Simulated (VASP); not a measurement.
# CrO2 (P4_2/mnm) in VASP: a series of runs

The runs below take CrO2 through single point, with PBE+U.

All numbers are computed with VASP 6.6.1; they aren't measurements. Logs are shortened: lines on timing, memory, paths and dates and some standing lists are left out, and cuts for length are marked.

### Step 1. The cell of the first run

Symmetry: P4_2/mnm, No. 136, tetragonal system. Conventional cell: a = 4.421 Å, b = 4.421 Å, c = 2.917 Å, α = 90.00°, β = 90.00°, γ = 90.00°. Cr (site symmetry mmm) has 6 O at 1.88 to 1.92 Å within 2.5 Å. O (site symmetry m2m) has 3 Cr at 1.88 to 1.92 Å and 1 O at 2.49 Å within 2.5 Å.

### Step 2. Single point, PBE+U, collinear spin, ferromagnetic start

File INCAR:

```
SYSTEM = CrO2
PREC = Accurate ; ENCUT = 520
EDIFF = 1E-6 ; ISMEAR = 0
SIGMA = 0.05 ; LREAL = .False.
LASPH = .True. ; NELM = 150
ALGO = Normal ; ISIF = 2
LWAVE = .False. ; LCHARG = .False.
ISPIN = 2 ; MAGMOM = 2 2 0 0 0 0
LORBIT = 11 ; LMAXMIX = 4
LDAU = .True. ; LDAUTYPE = 2
LDAUL = 2 -1 ; LDAUU = 6 0
LDAUJ = 0 0 ; LDAUPRINT = 1
GGA = PE ; NBANDS = 37
```

File KPOINTS:

```
Automatic mesh
0
Gamma
  4 4 6
  0 0 0
```

File POSCAR:

```
CrO2
1.0
    4.4210008300      0.0000000000      0.0000000000
    0.0000000000      4.4210008300      0.0000000000
    0.0000000000      0.0000000000      2.9170005500
Cr O
2 4
Direct
    0.0000000000      0.0000000000      0.0000000000
    0.5000000000      0.5000000000      0.5000000000
    0.3010000000      0.3010000000      0.0000000000
    0.1990000000      0.8010000000      0.5000000000
    0.6990000000      0.6990000000      0.0000000000
    0.8010000000      0.1990000000      0.5000000000
```

Potentials or basis: VASP PAW PBE potentials, release 64 (Cr_pv, O).

Command:

```console
cat potpaw_PBE.64/Cr_pv/POTCAR potpaw_PBE.64/O/POTCAR > POTCAR
mpirun -np 1 vasp_std > vasp.out
```

OUTCAR:

```text
SYSTEM = CrO2
   PREC = Accurate
   ENCUT = 520
   EDIFF = 1E-6
   ISMEAR = 0
   LREAL = .False.
   LASPH = .True.
   NELM = 150
   ISIF = 2
   ISPIN = 2
   LORBIT = 11
   GGA = PE

 ion  position               nearest neighbor table
   1  0.000  0.000  0.000-   3 1.88   5 1.88   4 1.92   6 1.92   4 1.92   6 1.92
   2  0.500  0.500  0.500-   4 1.88   6 1.88   5 1.92   3 1.92   3 1.92   5 1.92
   3  0.301  0.301  0.000-   1 1.88   2 1.92   2 1.92
   4  0.199  0.801  0.500-   2 1.88   1 1.92   1 1.92
   5  0.699  0.699  0.000-   1 1.88   2 1.92   2 1.92
   6  0.801  0.199  0.500-   2 1.88   1 1.92   1 1.92

  LATTYP: Found a simple tetragonal cell.
 ALAT       =     4.4210008300
 C/A-ratio  =     0.6598054744

  Lattice vectors:

 A1 = (   4.4210008300,   0.0000000000,   0.0000000000)
 A2 = (   0.0000000000,   4.4210008300,   0.0000000000)
 A3 = (   0.0000000000,   0.0000000000,   2.9170005500)

Analysis of symmetry for initial positions (statically):
=====================================================================
 Subroutine PRICEL returns:
 Original cell was already a primitive cell.

 Routine SETGRP: Setting up the symmetry group for a
 simple tetragonal supercell.

 Subroutine GETGRP returns: Found 16 space group operations
 (whereof  8 operations were pure point group operations)
 out of a pool of 16 trial point group operations.

The static configuration has the point symmetry D_2h.
 The point group associated with its full space group is D_4h.

Analysis of symmetry for dynamics (positions and initial velocities):
=====================================================================
 Subroutine PRICEL returns:
 Original cell was already a primitive cell.

 Routine SETGRP: Setting up the symmetry group for a
 simple tetragonal supercell.

 Subroutine GETGRP returns: Found 16 space group operations
 (whereof  8 operations were pure point group operations)
 out of a pool of 16 trial point group operations.

The dynamic configuration has the point symmetry D_2h.
 The point group associated with its full space group is D_4h.

Analysis of structural, dynamic, and magnetic symmetry:
=====================================================================
 Subroutine PRICEL returns:
 Original cell was already a primitive cell.

 Routine SETGRP: Setting up the symmetry group for a
 simple tetragonal supercell.

 Subroutine GETGRP returns: Found 16 space group operations
 (whereof  8 operations were pure point group operations)
 out of a pool of 16 trial point group operations.

The overall configuration has the point symmetry D_2h.
 The point group associated with its full space group is D_4h.

[... 214 lines left out ...]
 number of electron      48.0000027 magnetization       4.0000036

 Free energy of the ion-electron system (eV)
  ---------------------------------------------------
  ext. energy  EPLUGINS =         0.00000000
  ---------------------------------------------------
  free energy    TOTEN  =       -40.86366719 eV

  energy without entropy =      -40.86261740  energy(sigma->0) =      -40.86314229

 E-fermi :   5.1969     XC(G=0): -11.8940

 val. band max:        5.1904500905   @ k =   0.0000   0.0000   0.3333
 cond. band min:       5.2615908692   @ k =   0.2500   0.0000   0.1667
 fundamental gap:      0.0711407787
 Fermi energy:         5.1968973782

 spin component 1

 k-point     1 :       0.0000    0.0000    0.0000
  band No.  band energies     occupation
      1     -39.6197      1.00000
      2     -39.6197      1.00000
      3     -39.5693      1.00000
      4     -39.5693      1.00000
      5     -39.3148      1.00000
      6     -39.3009      1.00000
[... 925 lines left out ...]
     35      17.1263      0.00000
     36      17.1263      0.00000
 Fermi energy:         5.1968973782

 spin component 2

 k-point     1 :       0.0000    0.0000    0.0000
  band No.  band energies     occupation
      1     -37.1725      1.00000
      2     -37.1725      1.00000
      3     -37.0422      1.00000
      4     -37.0422      1.00000
      5     -36.5063      1.00000
      6     -36.4891      1.00000
[... 925 lines left out ...]
     35      17.1780      0.00000
     36      17.1780      0.00000
 [bands above 36 left out]

------------------------ aborting loop because EDIFF is reached ----------------------------------------

  FORCE on cell =-STRESS in cart. coord.  units (eV):
  Direction    XX          YY          ZZ          XY          YZ          ZX
  --------------------------------------------------------------------------------------
  -------------------------------------------------------------------------------------
  Total        5.4094473      5.4094473      7.5628393      0.0000000      0.0000000      0.0000000
  in kB      152.0147652    152.0147652    212.5287821      0.0000000      0.0000000      0.0000000
  external PRESSURE =     172.1861042 kB  Pullay stress =       0.0000000 kB

 VOLUME and BASIS-vectors are now :
 -----------------------------------------------------------------------------
  energy-cutoff  :      520.00
  volume of cell :       57.01
      direct lattice vectors                 reciprocal lattice vectors
     4.421000830  0.000000000  0.000000000     0.226193127  0.000000000  0.000000000
     0.000000000  4.421000830  0.000000000     0.000000000  0.226193127  0.000000000
     0.000000000  0.000000000  2.917000550     0.000000000  0.000000000  0.342817899

 POSITION                                       TOTAL-FORCE (eV/Angst)
 -----------------------------------------------------------------------------------
      0.00000      0.00000      0.00000         0.000000      0.000000      0.000000
      2.21050      2.21050      1.45850         0.000000      0.000000      0.000000
      1.33072      1.33072      0.00000        -0.142783     -0.142783      0.000000
      0.87978      3.54122      1.45850         0.142783     -0.142783      0.000000
      3.09028      3.09028      0.00000         0.142783      0.142783      0.000000
      3.54122      0.87978      1.45850        -0.142783      0.142783      0.000000
 -----------------------------------------------------------------------------------
    total drift:                                0.000000      0.000000      0.000000

  FREE ENERGIE OF THE ION-ELECTRON SYSTEM (eV)
  ---------------------------------------------------
  free  energy   TOTEN  =       -40.8636671877 eV

  energy  without entropy=      -40.8626174002  energy(sigma->0) =      -40.86314229

 total charge

# of ion       s       p       d       tot
------------------------------------------
    1        0.378   6.480   3.949  10.808
    2        0.378   6.480   3.949  10.808
    3        1.572   3.490   0.000   5.062
    4        1.572   3.490   0.000   5.062
    5        1.572   3.490   0.000   5.062
    6        1.572   3.490   0.000   5.062
--------------------------------------------------
tot          7.045  26.920   7.899  41.864

 magnetization (x)

# of ion       s       p       d       tot
------------------------------------------
    1        0.028   0.037   2.456   2.521
    2        0.028   0.037   2.456   2.521
    3       -0.008  -0.235   0.000  -0.242
    4       -0.008  -0.235   0.000  -0.242
    5       -0.008  -0.235   0.000  -0.242
    6       -0.008  -0.235   0.000  -0.242
--------------------------------------------------
tot          0.026  -0.865   4.911   4.072
```

stdout:

```text
POSCAR found type information on POSCAR CrO
 POSCAR found :  2 types and       6 ions
 scaLAPACK will be used
 LDA part: xc-table for (Slater+PW92), standard interpolation
 POSCAR, INCAR and KPOINTS ok, starting setup
 FFT: planning ... GRIDC
 FFT: planning ... GRID_SOFT
 FFT: planning ... GRID
 WAVECAR not read
 entering main loop
```

Run time: 71 s. Hardware: 1 thread of Intel Xeon 6975P-C (Granite Rapids), shared host; peak memory 0.23 GiB.

What came out:

- Free energy: -40.8637 eV
- Pressure: 17.2 GPa
- Largest force: 0.202 eV/Å
- Band gap on the k mesh: zero (filled and empty bands overlap)
- Net moment: 4.00 μB per cell
- Site moments: Cr +2.52; O -0.24 μB
- Valence electrons inside the program's atomic spheres: Cr 10.81; O 5.06

Forces in eV/Å, atoms in the order of the input:
```
Cr   0.000  0.000  0.000
Cr   0.000  0.000  0.000
O   -0.143 -0.143  0.000
O    0.143 -0.143  0.000
O    0.143  0.143  0.000
O   -0.143  0.143  0.000
```

Eigenvalues of the final occupation matrices:
```tsv
site	spin	trace	eigenvalues
site 1 d	1	3.22	0.38 0.43 0.52 0.93 0.96
site 1 d	2	0.76	0.05 0.07 0.08 0.28 0.29
site 2 d	1	3.22	0.38 0.43 0.52 0.93 0.96
site 2 d	2	0.76	0.05 0.07 0.08 0.28 0.29
```

Caveat: the cell stands under pressure; only a ferromagnetic start was run, and an antiferromagnetic order may lie lower in energy.

### Step 3. Single point, PBE+U, collinear spin

File INCAR:

```
  PREC = Accurate
  ENCUT = 520
  EDIFF = 1E-7
  ISMEAR = 0
  SIGMA = 0.05
  LREAL = F
  LASPH = T
  NELM = 150
  ALGO = Normal
  ISIF = 2
  LWAVE = F
  LCHARG = F
  ISPIN = 2
  MAGMOM = -0.07 0.03 0.02 0.01 0.02 0.01
  LORBIT = 11
  LMAXMIX = 4
  LDAU = T
  LDAUTYPE = 2
  LDAUL = 2 -1
  LDAUU = 6 0
  LDAUJ = 0 0
  LDAUPRINT = 1
  GGA = PE
  NBANDS = 37
```

File KPOINTS:

```
Automatic mesh
0
Gamma
  4 4 6
```

POSCAR is that of step 2.

Potentials or basis: VASP PAW PBE potentials, release 64 (Cr_pv, O).

Command:

```console
cat potpaw_PBE.64/Cr_pv/POTCAR potpaw_PBE.64/O/POTCAR > POTCAR
mpirun -np 1 vasp_std > vasp.out
```

It took 74 s on 1 thread of Intel Xeon 6975P-C (Granite Rapids), shared host; peak memory 0.24 GiB.

The run converged. Its results:

| Item | Value |
| --- | --- |
| Free energy | -40.5916 eV |
| Pressure | 13.9 GPa |
| Largest force | 0.259 eV/Å |
| Band gap on the k mesh | 0.63 eV (least direct gap 0.89 eV) |
| Net moment | 0.00 μB per cell |
| Site moments | Cr -2.13, +2.13; O +0.01, -0.01 (each value once) μB |
| Valence electrons inside the program's atomic spheres | Cr 10.76; O 5.07 |

Forces in eV/Å, atoms in the order of the input:
```
Cr   0.000  0.000  0.000
Cr   0.000  0.000  0.000
O   -0.183 -0.183  0.000
O    0.183 -0.183  0.000
O    0.183  0.183  0.000
O   -0.183  0.183  0.000
```

Stress tensor (GPa, compression positive):
```
11.50  0.00  0.00
 0.00 11.50  0.00
 0.00  0.00 18.58
```

Levels at points of the mesh, in eV from the valence-band top:
Spin up:
| k point | band 20 | band 21 | band 22 | band 23 | band 24 | band 25 | band 26 | band 27 | band 28 | band 29 |
| --- | --- | --- | --- | --- | --- | --- | --- | --- | --- | --- |
| (0.00, 0.00, 0.00) | -2.79 | -0.99 | -0.59 | -0.54 | 0.00 | 0.89 | 1.86 | 2.94 | 3.33 | 3.78 |
| (0.50, 0.00, 0.00) | -2.53 | -2.03 | -1.22 | -0.87 | -0.84 | 1.51 | 3.36 | 3.54 | 3.79 | 3.93 |
| (0.50, 0.50, 0.00) | -2.17 | -1.90 | -1.84 | -1.53 | -1.52 | 1.98 | 2.00 | 2.92 | 3.70 | 4.01 |
| (0.00, 0.00, 0.50) | -2.88 | -2.73 | -2.42 | -1.66 | -0.27 | 1.22 | 2.80 | 3.06 | 3.39 | 3.98 |
| (0.50, 0.00, 0.50) | -3.13 | -2.29 | -1.28 | -1.21 | -1.18 | 0.63 | 2.51 | 2.71 | 2.95 | 4.21 |
| (0.50, 0.50, 0.50) | -2.28 | -1.79 | -1.50 | -0.76 | -0.57 | 0.94 | 2.71 | 3.39 | 3.44 | 4.22 |
Spin down:
| k point | band 22 | band 23 | band 24 | band 25 | band 26 | band 27 |
| --- | --- | --- | --- | --- | --- | --- |
| (0.00, 0.00, 0.00) | -0.59 | -0.54 | 0.00 | 0.89 | 1.86 | 2.94 |
| (0.50, 0.00, 0.00) | -1.22 | -0.87 | -0.84 | 1.51 | 3.36 | 3.54 |
| (0.50, 0.50, 0.00) | -1.84 | -1.53 | -1.52 | 1.98 | 2.00 | 2.92 |
| (0.00, 0.00, 0.50) | -2.42 | -1.66 | -0.27 | 1.22 | 2.80 | 3.06 |
| (0.50, 0.00, 0.50) | -1.28 | -1.21 | -1.18 | 0.63 | 2.51 | 2.71 |
| (0.50, 0.50, 0.50) | -1.50 | -0.76 | -0.57 | 0.94 | 2.71 | 3.39 |

Eigenvalues of the final occupation matrices:
```csv
site,spin,trace,eigenvalues
site 1 d,1,0.91,0.06 0.08 0.13 0.32 0.34
site 1 d,2,3.01,0.25 0.39 0.42 0.97 0.97
site 2 d,1,3.01,0.25 0.39 0.42 0.97 0.97
site 2 d,2,0.91,0.06 0.08 0.13 0.32 0.34
```

Caveat: the cell stands under pressure. A k mesh can miss the band edges.
